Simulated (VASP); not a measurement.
# Al in VASP: single point with LDA

Aim: the single point of Al with LDA.

Everything below comes from runs of VASP 6.6.1. Logs are shortened: lines on timing, memory, paths and dates and some standing lists are left out, and cuts for length are marked.

### Step 1. The cell of the first run

The cell holds a slab with vacuum, 37 atoms: a = 5.654 Å, b = 5.654 Å, c = 40.172 Å, α = 90.00°, β = 90.00°, γ = 120.00°.

### Step 2. Single point, LDA, collinear spin

The input, INCAR:

```
PREC = Accurate
ENCUT = 520
EDIFF = 1E-7
ISMEAR = 0
SIGMA = 0.1
LREAL = Auto
LASPH = T
NELM = 150
ALGO = Normal
ISIF = 2
LWAVE = F
LCHARG = F
ISPIN = 2
MAGMOM = 0 0 0 0 0 0 0 0 0 0 0 0 0 0 0 0 0 0 0 0 0 0 0 0 0 0 0 0 0 0 0 0 0 0 0 0 1
LORBIT = 11
LDIPOL = T
IDIPOL = 3
DIPOL = 0.5 0.5 0.485
GGA = CA
NBANDS = 84
KPAR = 8
```

The input, KPOINTS:

```
Automatic mesh
0
Gamma
  6 6 1
```

The input, POSCAR:

```
Al
1.0
    5.6541540426      0.0000000000      0.0000000000
   -2.8270770213      4.8966410378      0.0000000000
    0.0000000000      0.0000000000     40.1719863132
Al
37
Direct
    0.1666666667      0.3333333333      0.2489296875
    0.1666666667      0.8333333333      0.2489296875
    0.6666666667      0.3333333333      0.2489296875
    0.6666666667      0.8333333333      0.2489296875
    0.0000000000      0.0000000000      0.3060963522
    0.0000000000      0.5000000000      0.3060963522
    0.5000000000      0.0000000000      0.3060963522
    0.5000000000      0.5000000000      0.3060963522
    0.3333333333      0.1666666667      0.3632630078
    0.3333333333      0.6666666667      0.3632630078
    0.8333333333      0.1666666667      0.3632630078
    0.8333333333      0.6666666667      0.3632630078
    0.0000000000      0.0000000000      0.4204296725
    0.0000000000      0.5000000000      0.4204296725
    0.5000000000      0.0000000000      0.4204296725
    0.5000000000      0.5000000000      0.4204296725
    0.1663706886      0.3331853443      0.4773425982
    0.1666666667      0.8333333333      0.4772109831
    0.6668146557      0.3331853443      0.4773425982
    0.6668146557      0.8336293114      0.4773425982
   -0.0000364749      0.0000364749      0.5343867693
   -0.0000364749      0.4999270502      0.5343867693
    0.5000729498      0.0000364749      0.5343867693
    0.5000000000      0.5000000000      0.5343778252
    0.3333413167      0.1666826334      0.5920610376
    0.3333413167      0.6666586833      0.5920610376
    0.8333333333      0.1666666667      0.5920142633
    0.8333173666      0.6666586833      0.5920610376
    0.0009679553     -0.0009679553      0.6488662628
    0.0009679553      0.5019359107      0.6488662628
    0.4980640893     -0.0009679553      0.6488662628
    0.5000000000      0.5000000000      0.6486121850
    0.1729292252      0.3364646126      0.7056126114
    0.1666666667      0.8333333333      0.7083565948
    0.6635353874      0.3364646126      0.7056126114
    0.6635353874      0.8270707748      0.7056126114
    0.8333333333      0.1666666667      0.7578016298
```

Potentials or basis: VASP PAW LDA potentials, release 64 (Al).

Started as:

```console
$ cat potpaw_LDA.64/Al/POTCAR > POTCAR
$ mpirun -np 8 vasp_std > vasp.out
```

OUTCAR:

```text
PREC = Accurate
   ENCUT = 520
   EDIFF = 1E-7
   ISMEAR = 0
   LREAL = Auto
   LASPH = T
   NELM = 150
   ISIF = 2
   ISPIN = 2
   LORBIT = 11
   GGA = CA

 ion  position               nearest neighbor table
   1  0.167  0.333  0.249-   5 2.82   8 2.82   6 2.82   4 2.83   2 2.83   2 2.83   4 2.83   3 2.83
                             3 2.83
   2  0.167  0.833  0.249-   6 2.82   7 2.82   5 2.82   3 2.83   1 2.83   1 2.83   3 2.83   4 2.83
                             4 2.83
   3  0.667  0.333  0.249-   7 2.82   6 2.82   8 2.82   4 2.83   2 2.83   4 2.83   2 2.83   1 2.83
                             1 2.83
   4  0.667  0.833  0.249-   8 2.82   5 2.82   7 2.82   3 2.83   1 2.83   3 2.83   1 2.83   2 2.83
                             2 2.83
   5  0.000  0.000  0.306-  12 2.82   9 2.82  11 2.82   1 2.82   4 2.82   2 2.82   8 2.83   6 2.83
                             6 2.83   8 2.83   7 2.83   7 2.83
   6  0.000  0.500  0.306-  11 2.82  10 2.82  12 2.82   2 2.82   3 2.82   1 2.82   7 2.83   5 2.83
                             5 2.83   7 2.83   8 2.83   8 2.83
   7  0.500  0.000  0.306-  10 2.82  11 2.82   9 2.82   3 2.82   2 2.82   4 2.82   8 2.83   6 2.83
                             8 2.83   6 2.83   5 2.83   5 2.83
   8  0.500  0.500  0.306-   9 2.82  12 2.82  10 2.82   4 2.82   1 2.82   3 2.82   7 2.83   5 2.83
                             7 2.83   5 2.83   6 2.83   6 2.83
   9  0.333  0.167  0.363-   8 2.82   5 2.82   7 2.82  16 2.82  13 2.82  15 2.82  12 2.83  10 2.83
[... 40 lines left out ...]
                            32 2.83  30 2.84  31 2.84  34 2.89
  30  0.001  0.502  0.649-  28 2.80  26 2.80  29 2.81  31 2.81  27 2.81  35 2.82  33 2.82  32 2.83
                            32 2.83  29 2.84  31 2.84  34 2.89
  31  0.498  0.999  0.649-  25 2.80  26 2.80  30 2.81  29 2.81  27 2.81  35 2.82  36 2.82  32 2.83
                            32 2.83  30 2.84  29 2.84  34 2.89
  32  0.500  0.500  0.649-  36 2.79  33 2.79  35 2.79  25 2.80  28 2.80  26 2.80  31 2.83  30 2.83
                            29 2.83  29 2.83  31 2.83  30 2.83
  33  0.173  0.336  0.706-  37 2.68  36 2.77  35 2.77  32 2.79  29 2.82  30 2.82  34 2.83  34 2.83
                            36 2.88  35 2.88
  34  0.167  0.833  0.708-  33 2.83  36 2.83  35 2.83  35 2.83  33 2.83  36 2.83  30 2.89  31 2.89
                            29 2.89
  35  0.664  0.336  0.706-  37 2.68  36 2.77  33 2.77  32 2.79  31 2.82  30 2.82  34 2.83  34 2.83
                            36 2.88  33 2.88
  36  0.664  0.827  0.706-  37 2.68  35 2.77  33 2.77  32 2.79  29 2.82  31 2.82  34 2.83  34 2.83
                            35 2.88  33 2.88
  37  0.833  0.167  0.758-  35 2.68  36 2.68  33 2.68

  LATTYP: Found a hexagonal cell.
 ALAT       =     5.6541540426
 C/A-ratio  =     7.1048623738

  Lattice vectors:

 A1 = (   5.6541540426,   0.0000000000,   0.0000000000)
 A2 = (  -2.8270770213,   4.8966410378,   0.0000000000)
 A3 = (   0.0000000000,   0.0000000000,  40.1719863132)

Analysis of symmetry for initial positions (statically):
=====================================================================
 Subroutine PRICEL returns:
 Original cell was already a primitive cell.

 Routine SETGRP: Setting up the symmetry group for a
 hexagonal supercell.

 Subroutine GETGRP returns: Found  6 space group operations
 (whereof  2 operations were pure point group operations)
 out of a pool of 24 trial point group operations.

The static configuration has the point symmetry C_1h.
 The point group associated with its full space group is C_3v.

Analysis of symmetry for dynamics (positions and initial velocities):
=====================================================================
 Subroutine PRICEL returns:
 Original cell was already a primitive cell.

 Routine SETGRP: Setting up the symmetry group for a
 hexagonal supercell.

 Subroutine GETGRP returns: Found  6 space group operations
 (whereof  2 operations were pure point group operations)
 out of a pool of 24 trial point group operations.

The dynamic configuration has the point symmetry C_1h.
 The point group associated with its full space group is C_3v.

Analysis of structural, dynamic, and magnetic symmetry:
=====================================================================
 Subroutine PRICEL returns:
 Original cell was already a primitive cell.

 Routine SETGRP: Setting up the symmetry group for a
 hexagonal supercell.

 Subroutine GETGRP returns: Found  6 space group operations
 (whereof  2 operations were pure point group operations)
 out of a pool of 24 trial point group operations.
[... 152 lines left out ...]
   ENCUT  =  520.0 eV  38.22 Ry    6.18 a.u.  10.51 10.51 74.69*2*pi/ulx,y,z
   NELM   =    150;   NELMIN=  2; NELMDL= -5     # of ELM steps
   EDIFF  = 0.1E-06   stopping-criterion for ELM
   LREAL  =      T    real-space projection
   EDIFFG = 0.1E-05   stopping-criterion for IOM
   NSW    =      0    number of steps for IOM
   IBRION =     -1    ionic relax: 0-MD 1-quasi-New 2-CG
   NFREE  =      0    steps in history (QN), initial steepest desc. (CG)
   ISIF   =      2    stress and relaxation
   ISYM   =      2    0-nonsym 1-usesym 2-fastsym
   POTIM  = 0.5000    time-step for ionic-motion
   TEBEG  =    0.0;   TEEND  =   0.0 temperature during run
   PSTRESS=    0.0 pullay stress
   NELECT =     111.0000    total number of electrons
   NUPDOWN=      -1.0000    fix difference up-down
   EMIN   =  10.00;   EMAX   =-10.00  energy-range for DOS
   EFERMI =   0.00;   METHOD = LEGACY
   ISMEAR =     0;   SIGMA  =   0.10  broadening in eV -4-tet -1-fermi 0-gaus
   EFERMI_NEDOS =   21; number of points for ismear=-14 and -15
   IALGO  =     38    algorithm
   IMIX   =      4    mixing-type and parameters
     AMIX     =   0.40;   BMIX     =  1.00
     AMIX_MAG =   1.60;   BMIX_MAG =  1.00
  volume/ion in A,a.u.               =      30.06       202.85
  Fermi-wavevector in a.u.,A,eV,Ry     =   0.759369  1.434999  7.845677  0.576641
  Thomas-Fermi vector in A             =   1.858148
   LORBIT       =     11    0 simple, 1 ext, 2 COOP (PROOUT), +10 PAW based schemes
   GGA     = CA    functional components
   LHFCALC =     F    Hartree Fock is set to
   AEXX    =    0.0000 exact exchange contribution
   IVDW    =     0    specifies the selected vdW correction
   LEPSILON=     F    determine dielectric tensor
   LRPA    =     F    only Hartree local field effects (RPA)
 spin polarized calculation
 Gauss-broadening in eV      SIGMA  =   0.10
  energy-cutoff  :      520.00
  volume of cell :     1112.22
 maximum number of plane-waves:     30054
   NGX = 21   NGY = 21   NGZ =149

 dipolmoment           0.000000      0.000000     -0.002459 electrons x Angstroem

 number of electron     111.0000001 magnetization       0.0000015

 number of electron     111.0000001 magnetization      -0.0000018

 dipolmoment           0.000000      0.000000      0.030676 electrons x Angstroem

 Free energy of the ion-electron system (eV)
  ---------------------------------------------------
  ext. energy  EPLUGINS =         0.00000000
  ---------------------------------------------------
  free energy    TOTEN  =      -150.43655962 eV

  energy without entropy =     -150.35671085  energy(sigma->0) =     -150.39663524

 E-fermi :   2.2812     XC(G=0):  -6.1121

 val. band max:        2.2720233533   @ k =   0.1667   0.1667   0.0000
 cond. band min:       2.3044894405   @ k =   0.1667   0.1667   0.0000
 fundamental gap:      0.0324660872
 Fermi energy:         2.2812045047

 spin component 1

 k-point     1 :       0.0000    0.0000    0.0000
  band No.  band energies     occupation
      1      -8.9594      1.00000
      2      -8.7130      1.00000
      3      -8.3343      1.00000
      4      -7.7905      1.00000
      5      -7.1206      1.00000
      6      -6.3207      1.00000
[... 479 lines left out ...]
     66       4.5549      0.00000
     67       4.7805      0.00000
 Fermi energy:         2.2812045047

 spin component 2

 k-point     1 :       0.0000    0.0000    0.0000
  band No.  band energies     occupation
      1      -8.9594      1.00000
      2      -8.7130      1.00000
      3      -8.3343      1.00000
      4      -7.7905      1.00000
      5      -7.1206      1.00000
      6      -6.3207      1.00000
[... 479 lines left out ...]
     66       4.5549      0.00000
     67       4.7805      0.00000
 [bands above 67 left out]

------------------------ aborting loop because EDIFF is reached ----------------------------------------

 vacuum level on the upper side and lower side of the slab       (xc-potential included)         0.027        -0.170

  FORCE on cell =-STRESS in cart. coord.  units (eV):
  Direction    XX          YY          ZZ          XY          YZ          ZX
  --------------------------------------------------------------------------------------
  -------------------------------------------------------------------------------------
  Total       -5.0494375     -5.0494375      0.8981935      0.0000000     -0.0000000     -0.0000000
  in kB       -7.2738505     -7.2738505      1.2938719      0.0000000     -0.0000000     -0.0000000
  external PRESSURE =      -4.4179430 kB  Pullay stress =       0.0000000 kB

 VOLUME and BASIS-vectors are now :
 -----------------------------------------------------------------------------
  energy-cutoff  :      520.00
  volume of cell :     1112.22
      direct lattice vectors                 reciprocal lattice vectors
     5.654154043  0.000000000  0.000000000     0.176861117  0.102110814  0.000000000
    -2.827077021  4.896641038  0.000000000     0.000000000  0.204221627  0.000000000
     0.000000000  0.000000000 40.171986313     0.000000000  0.000000000  0.024892969

 POSITION                                       TOTAL-FORCE (eV/Angst)
 -----------------------------------------------------------------------------------
      0.00000      1.63221     10.00000        -0.010088     -0.005824     -0.064831
     -1.41354      4.08053     10.00000        -0.000000     -0.000000     -0.047803
      2.82708      1.63221     10.00000         0.010088     -0.005824     -0.064831
      1.41354      4.08053     10.00000         0.000000      0.011648     -0.064831
      0.00000      0.00000     12.29650        -0.016811      0.009706      0.088993
     -1.41354      2.44832     12.29650         0.000000     -0.019411      0.088993
[... 29 lines left out ...]
      1.41354      4.04987     28.34586        -0.000000      0.003021      0.004601
      4.24062      0.81611     30.44240        -0.000000     -0.000000      0.029931
 -----------------------------------------------------------------------------------
    total drift:                               -0.000000      0.000000      0.010808

  FREE ENERGIE OF THE ION-ELECTRON SYSTEM (eV)
  ---------------------------------------------------
  free  energy   TOTEN  =      -150.4365596181 eV

  energy  without entropy=     -150.3567108537  energy(sigma->0) =     -150.39663524

 vacuum level on the upper side and lower side of the slab         6.692         6.495

 total charge

# of ion       s       p       d       tot
------------------------------------------
    1        0.462   0.325   0.000   0.787
    2        0.462   0.325   0.000   0.787
    3        0.462   0.325   0.000   0.787
    4        0.462   0.325   0.000   0.787
    5        0.446   0.355   0.000   0.801
    6        0.446   0.355   0.000   0.801
[... 29 lines left out ...]
   36        0.457   0.348   0.000   0.805
   37        0.565   0.229   0.000   0.794
--------------------------------------------------
tot         16.683  12.874   0.000  29.557

 magnetization (x)

# of ion       s       p       d       tot
------------------------------------------
    1        0.000   0.000   0.000   0.000
    2        0.000   0.000   0.000   0.000
    3        0.000   0.000   0.000   0.000
    4        0.000   0.000   0.000   0.000
    5        0.000   0.000   0.000   0.000
    6        0.000   0.000   0.000   0.000
[... 29 lines left out ...]
   36        0.000  -0.000   0.000  -0.000
   37        0.000   0.000   0.000   0.000
--------------------------------------------------
tot          0.000  -0.000   0.000  -0.000
```

Run time: 12 min. Hardware: 8 MPI ranks of Intel Xeon 6975P-C (Granite Rapids), shared host; peak memory 1.5 GiB.

What came out:

```
Free energy                                           : -150.4366 eV
Largest force                                         : 0.108 eV/Å
Net moment                                            : 0.00 μB per cell
Valence electrons inside the program's atomic spheres : Al 0.79, 0.80, 0.81, 0.78 (each value once)
```

Forces in eV/Å, atoms in the order of the input:
```
Al  -0.010 -0.006 -0.065
Al   0.000  0.000 -0.048
Al   0.010 -0.006 -0.065
Al   0.000  0.012 -0.065
Al  -0.017  0.010  0.089
Al   0.000 -0.019  0.089
Al   0.017  0.010  0.089
Al   0.000  0.000  0.108
Al   0.000  0.001 -0.053
Al   0.001 -0.001 -0.053
Al   0.000  0.000 -0.081
Al  -0.001 -0.001 -0.053
Al  -0.004  0.003  0.018
Al   0.000 -0.005  0.018
Al   0.004  0.003  0.018
Al   0.000  0.000  0.047
Al  -0.001  0.000  0.000
Al   0.000  0.000 -0.003
Al   0.001  0.000  0.000
Al   0.000  0.001  0.000
Al  -0.003  0.001 -0.001
Al   0.000 -0.003 -0.001
Al   0.003  0.001 -0.001
Al   0.000  0.000 -0.002
Al   0.000 -0.003  0.004
Al  -0.003  0.002  0.004
Al   0.000  0.000 -0.008
Al   0.003  0.002  0.004
Al  -0.002  0.001 -0.013
Al   0.000 -0.002 -0.013
Al   0.002  0.001 -0.013
Al   0.000  0.000 -0.010
Al  -0.003 -0.002  0.005
Al   0.000  0.000  0.015
Al   0.003 -0.002  0.005
Al   0.000  0.003  0.005
Al   0.000  0.000  0.030
```
